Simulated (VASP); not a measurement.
# La (P4/nmm) in VASP: single point with PBEsol

Aim: the single point of La with PBEsol.

Program: VASP 6.6.1. These are calculated values, not measurements. Logs are shortened: lines on timing, memory, paths and dates and some standing lists are left out, and cuts for length are marked.

## 1. The cell of the first run

Symmetry: P4/nmm, No. 129, tetragonal system. The conventional cell has a = 4.458 Å, b = 4.458 Å, c = 3.756 Å, α = 90.00°, β = 90.00°, γ = 90.00°. La (site symmetry 4mm) has 14 La at 3.63 to 4.46 Å within 4.8 Å.

## 2. Single point, PBEsol

Input file INCAR:

```
SYSTEM = La
ALGO = Normal
EDIFF = 1E-6
ENCUT = 500
GGA = PS
GGA_COMPAT = .FALSE.
ISIF = 2
ISMEAR = 1
LASPH = .TRUE.
LCHARG = .TRUE.
LELF = .TRUE.
LMAXMIX = 6
LREAL = .FALSE.
LVHAR = .TRUE.
LWAVE = .FALSE.
NBANDS = 18
NELM = 200
PREC = Accurate
SIGMA = 0.15
```

Input file KPOINTS:

```
k-points
0
G
  4 4 6
  0 0 0
```

Input file POSCAR:

```
La
1.0
    4.4584850000      0.0000000000      0.0000000000
    0.0000000000      4.4584850000      0.0000000000
    0.0000000000      0.0000000000      3.7561090000
La
2
Direct
    0.5000000000      0.0000000000      0.2614900000
    0.0000000000      0.5000000000      0.7385100000
```

Potentials or basis: VASP PAW PBE potentials, release 64 (La).

Command:

```bash
$ cat potpaw_PBE.64/La/POTCAR > POTCAR
$ mpirun -np 1 vasp_std > vasp.out
```

OUTCAR:

```text
SYSTEM = La
   EDIFF = 1E-6
   ENCUT = 500
   GGA = PS
   ISIF = 2
   ISMEAR = 1
   LASPH = .TRUE.
   LREAL = .FALSE.
   NELM = 200
   PREC = Accurate

 ion  position               nearest neighbor table
   1  0.500  0.000  0.261-   2 3.63   2 3.63   2 3.63   2 3.63
   2  0.000  0.500  0.739-   1 3.63   1 3.63   1 3.63   1 3.63

  LATTYP: Found a simple tetragonal cell.
 ALAT       =     4.4584850000
 C/A-ratio  =     0.8424630788

  Lattice vectors:

 A1 = (   4.4584850000,   0.0000000000,   0.0000000000)
 A2 = (   0.0000000000,   4.4584850000,   0.0000000000)
 A3 = (   0.0000000000,   0.0000000000,   3.7561090000)

Analysis of symmetry for initial positions (statically):
=====================================================================
 Subroutine PRICEL returns:
 Original cell was already a primitive cell.

 Routine SETGRP: Setting up the symmetry group for a
 simple tetragonal supercell.

 Subroutine GETGRP returns: Found 16 space group operations
 (whereof  8 operations were pure point group operations)
 out of a pool of 16 trial point group operations.

The static configuration has the point symmetry D_2d.
 The point group associated with its full space group is D_4h.

Analysis of symmetry for dynamics (positions and initial velocities):
=====================================================================
 Subroutine PRICEL returns:
 Original cell was already a primitive cell.

 Routine SETGRP: Setting up the symmetry group for a
 simple tetragonal supercell.

 Subroutine GETGRP returns: Found 16 space group operations
 (whereof  8 operations were pure point group operations)
 out of a pool of 16 trial point group operations.

The dynamic configuration has the point symmetry D_2d.
 The point group associated with its full space group is D_4h.

 Subroutine INISYM returns: Found 16 space group operations
 (whereof  8 operations are pure point group operations),
 and found     1 'primitive' translations

----------------------------------------------------------------------------------------

                                     Primitive cell

  volume of cell :      74.6643

  direct lattice vectors                    reciprocal lattice vectors
     4.458485000  0.000000000  0.000000000     0.224291435  0.000000000  0.000000000
     0.000000000  4.458485000  0.000000000     0.000000000  0.224291435  0.000000000
     0.000000000  0.000000000  3.756109000     0.000000000  0.000000000  0.266232955

  length of vectors
     4.458485000  4.458485000  3.756109000     0.224291435  0.224291435  0.266232955

  position of ions in fractional coordinates (direct lattice)
     0.500000000  0.000000000  0.261490000
     0.000000000  0.500000000  0.738510000

  ion indices of the primitive-cell ions
   primitive index   ion index
                 1           1
                 2           2

----------------------------------------------------------------------------------------

 KPOINTS: k-points

Automatic generation of k-mesh.
 Grid dimensions read from file:
 generate k-points for:    4    4    6

 Generating k-lattice:

  Cartesian coordinates                     Fractional coordinates (reciprocal lattice)
     0.056072859  0.000000000  0.000000000     0.250000000  0.000000000  0.000000000
     0.000000000  0.056072859  0.000000000     0.000000000  0.250000000  0.000000000
     0.000000000  0.000000000  0.044372159     0.000000000  0.000000000  0.166666667

  Length of vectors
     0.056072859  0.056072859  0.044372159

  Shift w.r.t. Gamma in fractional coordinates (k-lattice)
     0.000000000  0.000000000  0.000000000

 Subroutine IBZKPT returns following result:
 ===========================================

 Found     24 irreducible k-points:

 Following reciprocal coordinates:
            Coordinates               Weight
  0.000000  0.000000  0.000000      1.000000
  0.250000  0.000000  0.000000      4.000000
  0.500000  0.000000  0.000000      2.000000
  0.250000  0.250000  0.000000      4.000000
  0.500000  0.250000  0.000000      4.000000
  0.500000  0.500000  0.000000      1.000000
[... 16 lines left out ...]
  0.500000  0.250000  0.500000      4.000000
  0.500000  0.500000  0.500000      1.000000
   k-points           NKPTS =     24   k-points in BZ     NKDIM =     24   number of bands    NBANDS=     18
   number of dos      NEDOS =    301   number of ions     NIONS =      2
   total plane-waves  NPLWV =  36288
   dimension x,y,z NGX =    36 NGY =   36 NGZ =   28
   dimension x,y,z NGXF=    72 NGYF=   72 NGZF=   56
   ions per type =               2
   NGX,Y,Z   is equivalent  to a cutoff of  13.42, 13.42, 12.39 a.u.
   NGXF,Y,Z  is equivalent  to a cutoff of  26.85, 26.85, 24.79 a.u.
 SYSTEM =  La
   PREC   = accura    normal or accurate (medium, high low for compatibility)
   ISTART =      0    job   : 0-new  1-cont  2-samecut
   ICHARG =      2    charge: 1-file 2-atom 10-const
   ISPIN  =      1    spin polarized calculation?
   LNONCOLLINEAR =      F non collinear calculations
   LSORBIT =      F    spin-orbit coupling
   LASPH  =      T    aspherical Exc in radial PAW
   ENCUT  =  500.0 eV  36.75 Ry    6.06 a.u.   8.13  8.13  6.85*2*pi/ulx,y,z
   NELM   =    200;   NELMIN=  2; NELMDL= -5     # of ELM steps
   EDIFF  = 0.1E-05   stopping-criterion for ELM
   LREAL  =      F    real-space projection
   EDIFFG = 0.1E-04   stopping-criterion for IOM
   NSW    =      0    number of steps for IOM
   IBRION =     -1    ionic relax: 0-MD 1-quasi-New 2-CG
   NFREE  =      0    steps in history (QN), initial steepest desc. (CG)
   ISIF   =      2    stress and relaxation
   ISYM   =      2    0-nonsym 1-usesym 2-fastsym
   POTIM  = 0.5000    time-step for ionic-motion
   TEBEG  =    0.0;   TEEND  =   0.0 temperature during run
   PSTRESS=    0.0 pullay stress
   NELECT =      22.0000    total number of electrons
   NUPDOWN=      -1.0000    fix difference up-down
   EMIN   =  10.00;   EMAX   =-10.00  energy-range for DOS
   EFERMI =   0.00;   METHOD = LEGACY
   ISMEAR =     1;   SIGMA  =   0.15  broadening in eV -4-tet -1-fermi 0-gaus
   EFERMI_NEDOS =   21; number of points for ismear=-14 and -15
   IALGO  =     38    algorithm
   IMIX   =      4    mixing-type and parameters
     AMIX     =   0.40;   BMIX     =  1.00
     AMIX_MAG =   1.60;   BMIX_MAG =  1.00
  volume/ion in A,a.u.               =      37.33       251.93
  Fermi-wavevector in a.u.,A,eV,Ry     =   1.089377  2.058624 16.146603  1.186742
  Thomas-Fermi vector in A             =   2.225579
   LORBIT       =      0    0 simple, 1 ext, 2 COOP (PROOUT), +10 PAW based schemes
   GGA     = PS    functional components
   LHFCALC =     F    Hartree Fock is set to
   AEXX    =    0.0000 exact exchange contribution
   IVDW    =     0    specifies the selected vdW correction
   LEPSILON=     F    determine dielectric tensor
   LRPA    =     F    only Hartree local field effects (RPA)
 non-spin polarized calculation
 Methfessel and Paxton  Order N= 1 SIGMA  =   0.15
  energy-cutoff  :      500.00
  volume of cell :       74.66
 maximum number of plane-waves:      1944
 NGX is ok and might be reduce to    36
   NGX = 17   NGY = 17   NGZ = 13

 number of electron      22.0000002 magnetization

 Free energy of the ion-electron system (eV)
  ---------------------------------------------------
  ext. energy  EPLUGINS =         0.00000000
  ---------------------------------------------------
  free energy    TOTEN  =       -10.44948650 eV

  energy without entropy =      -10.44467511  energy(sigma->0) =      -10.44788270

 E-fermi :   7.6157     XC(G=0):  -9.6578

 val. band max:        7.6071119753   @ k =   0.2500   0.0000   0.5000
 cond. band min:       7.6667020823   @ k =   0.2500   0.2500   0.3333
 fundamental gap:      0.0595901069
 Fermi energy:         7.6156759735

 k-point     1 :       0.0000    0.0000    0.0000
  band No.  band energies     occupation
      1     -25.2135      2.00000
      2     -24.8847      2.00000
      3      -9.1888      2.00000
      4      -9.1888      2.00000
      5      -8.6892      2.00000
      6      -8.1617      2.00000
[... 10 lines left out ...]
     17       9.4792     -0.00000
     18       9.5082     -0.00000

 k-point     2 :       0.2500    0.0000    0.0000
  band No.  band energies     occupation
      1     -25.1631      2.00000
      2     -24.9304      2.00000
      3      -9.1280      2.00000
      4      -9.0471      2.00000
      5      -8.6046      2.00000
      6      -8.4077      2.00000
[... 10 lines left out ...]
     17       9.4032     -0.00000
     18       9.4842     -0.00000

 k-point     3 :       0.5000    0.0000    0.0000
  band No.  band energies     occupation
      1     -25.0444      2.00000
      2     -25.0444      2.00000
      3      -8.8664      2.00000
      4      -8.8664      2.00000
      5      -8.6930      2.00000
      6      -8.6930      2.00000
[... 10 lines left out ...]
     17       9.3926     -0.00000
     18       9.4184     -0.00000

 k-point     4 :       0.2500    0.2500    0.0000
  band No.  band energies     occupation
      1     -25.1256      2.00000
      2     -24.9609      2.00000
      3      -9.3620      2.00000
      4      -8.8903      2.00000
      5      -8.6685      2.00000
      6      -8.5278      2.00000
[... 10 lines left out ...]
     17       9.3083     -0.00000
     18       9.5669     -0.00000

 k-point     5 :       0.5000    0.2500    0.0000
  band No.  band energies     occupation
      1     -25.0397      2.00000
      2     -25.0397      2.00000
      3      -9.3051      2.00000
      4      -9.3051      2.00000
      5      -8.3775      2.00000
      6      -8.3775      2.00000
[... 10 lines left out ...]
     17       9.5202     -0.00000
     18       9.5384     -0.00000

 k-point     6 :       0.5000    0.5000    0.0000
  band No.  band energies     occupation
      1     -25.0351      2.00000
      2     -25.0351      2.00000
      3      -9.5255      2.00000
      4      -9.5255      2.00000
      5      -8.3647      2.00000
      6      -8.3647      2.00000
[... 10 lines left out ...]
     17       9.5281     -0.00000
     18       9.5327     -0.00000

 k-point     7 :       0.0000    0.0000    0.1667
  band No.  band energies     occupation
      1     -25.1772      2.00000
      2     -24.8903      2.00000
      3      -9.1089      2.00000
      4      -9.1089      2.00000
      5      -8.8446      2.00000
      6      -8.3203      2.00000
[... 10 lines left out ...]
     17       9.3858     -0.00000
     18       9.4213     -0.00000

 k-point     8 :       0.2500    0.0000    0.1667
  band No.  band energies     occupation
      1     -25.1324      2.00000
      2     -24.9294      2.00000
      3      -9.1669      2.00000
      4      -8.9820      2.00000
      5      -8.6837      2.00000
      6      -8.6151      2.00000
[... 10 lines left out ...]
     17       9.3283     -0.00000
     18       9.4853     -0.00000
[... 229 lines left out ...]
     17       8.8846     -0.00000
     18       9.0579     -0.00000

 k-point    20 :       0.2500    0.0000    0.5000
  band No.  band energies     occupation
      1     -24.9987      2.00000
      2     -24.9671      2.00000
      3      -9.3863      2.00000
      4      -9.3549      2.00000
      5      -8.6543      2.00000
      6      -8.5596      2.00000
[... 10 lines left out ...]
     17       9.3997     -0.00000
     18       9.4411     -0.00000

 k-point    21 :       0.5000    0.0000    0.5000
  band No.  band energies     occupation
      1     -24.9786      2.00000
      2     -24.9786      2.00000
      3      -9.5338      2.00000
      4      -9.5338      2.00000
      5      -8.5966      2.00000
      6      -8.5966      2.00000
[... 10 lines left out ...]
     17       9.4887     -0.00000
     18       9.4908     -0.00000

 k-point    22 :       0.2500    0.2500    0.5000
  band No.  band energies     occupation
      1     -24.9899      2.00000
      2     -24.9676      2.00000
      3      -9.3652      2.00000
      4      -9.3640      2.00000
      5      -8.7717      2.00000
      6      -8.6151      2.00000
[... 10 lines left out ...]
     17       9.4800     -0.00000
     18       9.5374     -0.00000

 k-point    23 :       0.5000    0.2500    0.5000
  band No.  band energies     occupation
      1     -24.9746      2.00000
      2     -24.9746      2.00000
      3      -9.3836      2.00000
      4      -9.3836      2.00000
      5      -8.6956      2.00000
      6      -8.6956      2.00000
[... 10 lines left out ...]
     17       9.5002     -0.00000
     18       9.5245     -0.00000

 k-point    24 :       0.5000    0.5000    0.5000
  band No.  band energies     occupation
      1     -24.9707      2.00000
      2     -24.9707      2.00000
      3      -9.1140      2.00000
      4      -9.1140      2.00000
      5      -8.8575      2.00000
      6      -8.8575      2.00000
[... 10 lines left out ...]
     17       9.5555     -0.00000
     18       9.6868     -0.00000

------------------------ aborting loop because EDIFF is reached ----------------------------------------

  FORCE on cell =-STRESS in cart. coord.  units (eV):
  Direction    XX          YY          ZZ          XY          YZ          ZX
  --------------------------------------------------------------------------------------
  -------------------------------------------------------------------------------------
  Total       -0.8761286     -0.8761286     -1.5858076      0.0000000      0.0000000      0.0000000
  in kB      -18.8003370    -18.8003370    -34.0289281      0.0000000      0.0000000      0.0000000
  external PRESSURE =     -23.8765340 kB  Pullay stress =       0.0000000 kB

 VOLUME and BASIS-vectors are now :
 -----------------------------------------------------------------------------
  energy-cutoff  :      500.00
  volume of cell :       74.66
      direct lattice vectors                 reciprocal lattice vectors
     4.458485000  0.000000000  0.000000000     0.224291435  0.000000000  0.000000000
     0.000000000  4.458485000  0.000000000     0.000000000  0.224291435  0.000000000
     0.000000000  0.000000000  3.756109000     0.000000000  0.000000000  0.266232955

 POSITION                                       TOTAL-FORCE (eV/Angst)
 -----------------------------------------------------------------------------------
      2.22924      0.00000      0.98218        -0.000000      0.000000     -0.008819
      0.00000      2.22924      2.77392         0.000000      0.000000      0.008819
 -----------------------------------------------------------------------------------
    total drift:                               -0.000000     -0.000000      0.000000

  FREE ENERGIE OF THE ION-ELECTRON SYSTEM (eV)
  ---------------------------------------------------
  free  energy   TOTEN  =       -10.4494865008 eV

  energy  without entropy=      -10.4446751129  energy(sigma->0) =      -10.44788270
```

Wall time 58 s (1 thread of AMD EPYC 7R13, shared host); peak memory 0.17 GiB.

What came out:

```yaml
Free_energy: -10.4495 eV
Pressure: -2.4 GPa
Largest_force: 0.009 eV/Å
Band_gap_on_the_k_mesh: zero (bands 11 and 12 overlap by 1.71 eV)
```

Forces on the atoms (eV/Å):
```
La   0.000  0.000 -0.009
La   0.000  0.000  0.009
```

Stress tensor (GPa, compression positive):
```
-1.88  0.00  0.00
 0.00 -1.88  0.00
 0.00  0.00 -3.40
```

Levels at points of the mesh, in eV from the Fermi level:
```tsv
k point	band 7	band 8	band 9	band 10	band 11	band 12	band 13	band 14	band 15	band 16
(0.00, 0.00, 0.00)	-15.78	-15.69	-3.17	-1.94	-1.61	0.56	1.49	1.49	1.79	1.81
(0.50, 0.00, 0.00)	-15.99	-15.99	-0.89	-0.89	-0.31	-0.31	1.15	1.15	1.72	1.73
(0.50, 0.50, 0.00)	-15.70	-15.70	-1.66	-1.66	1.13	1.13	1.44	1.44	1.50	1.50
(0.00, 0.00, 0.50)	-16.17	-16.17	-0.19	-0.13	-0.07	0.17	0.70	0.70	0.86	0.86
(0.50, 0.00, 0.50)	-15.91	-15.91	-1.80	-1.80	-0.58	-0.58	1.57	1.57	1.86	1.86
(0.50, 0.50, 0.50)	-16.29	-16.29	-0.08	-0.08	0.22	0.22	1.09	1.09	1.74	1.74
```

Caveat: the PAW data sets were made with another functional, which shifts forces and pressure a little; spin-orbit coupling is left out, which moves the levels of the heavy elements.
